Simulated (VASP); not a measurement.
Crystal: CdS.

```
Cd S
1.0
     0.00000    2.69704    2.69704
     2.69704    0.00000    2.69704
     2.69704    2.69704    0.00000
Cd S
1 1
Cartesian
  0.0000 0.0000 0.0000
  2.6970 2.6970 2.6970
```

This cell differs from its parent crystal: volume scaled by 0.94.

Base run:

- Program: VASP 6.6.1
- Functional: PBEsol
- Potentials or basis: VASP PAW PBE potentials, release 64 (Cd, S)
- Cutoff: 520 eV
- k mesh: 8 × 8 × 8
- Occupations: fermi-dirac, width 0.05 eV
- Spin: no spin polarisation

Its results: pressure 0.7 GPa.

Problem. The run is repeated on the same cell with these changes: potentials or basis from VASP PAW PBE potentials, release 64 (Cd, S) to VASP PAW PBE potentials, release 64 (Cd_sv_GW, S); cutoff from 520 eV to 540 eV; further incar settings from ALGO = Normal; EDIFF = 1e-06; NBANDS = 16 to ALGO = Normal; EDIFF = 1e-06; NBANDS = 20; valence electrons from 18 to 26. What comes out?

Solution. Pressure -1.0 GPa.

Caveats: the PAW data sets were made with another functional, which shifts forces and pressure a little.
